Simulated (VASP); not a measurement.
Set up this calculation in VASP 6.6.1, as the native input.

```
Task                   : single point
Functional             : PBE
Potentials or basis    : VASP PAW PBE potentials, release 64 (Na_pv, Cl)
Cutoff                 : 520 eV
k mesh                 : 4 × 4 × 4
Occupations            : gaussian, width 0.01 eV
Spin                   : no spin polarisation
Dipole correction      : no
Further INCAR settings : ALGO = Normal; EDIFF = 1e-06; NBANDS = 14
```

The structure of NaCl lies in POSCAR:

```
NaCl
1.0
    0.0000000000      2.8307258186      2.7936053146
    2.8307258186      0.0000000000      2.7936053146
    2.8307258186      2.8307258186      0.0000000000
Na Cl
1 1
Direct
    0.0000000000      0.0000000000      0.0000000000
    0.5000000000      0.5000000000      0.5000000000
```

This cell differs from its parent crystal: epitaxial xy strain +1.0%.

One way to write it, as run:

INCAR

```
PREC     = Accurate       # precision mode
ENCUT    = 520            # plane-wave cutoff, eV
EDIFF    = 1E-6           # SCF threshold, eV
ISMEAR   = 0              # smearing method
SIGMA    = 0.01           # smearing width, eV
LREAL    = False          # projectors in reciprocal space
LASPH    = True           # aspherical terms in the spheres
NELM     = 60             # most SCF steps
ALGO     = Normal         # electronic algorithm
ISIF     = 2              # what is computed and relaxed
LWAVE    = False          # write WAVECAR
LCHARG   = False          # write CHGCAR
GGA      = PE             # functional
NBANDS   = 14             # bands
```

KPOINTS

```
regular mesh
0
Gamma
  4 4 4
```

Potentials or basis: VASP PAW PBE potentials, release 64 (Na_pv, Cl).

Command:

```sh
$ cat potpaw_PBE.64/Na_pv/POTCAR potpaw_PBE.64/Cl/POTCAR > POTCAR
$ mpirun -np 1 vasp_std > vasp.out
```

It gave:

The pressure is 0.8 GPa and the band gap on the k mesh is 5.11 eV, direct.

Caveat: the k points lie up to 0.48 Å⁻¹ apart; the cell differs from its parent crystal (epitaxial xy strain +1.0%).

Run time: 6.8 s on 1 thread of Intel(R) Xeon(R) 6975P-C (Granite Rapids), with other jobs on the host, peak memory 0.15 GiB.
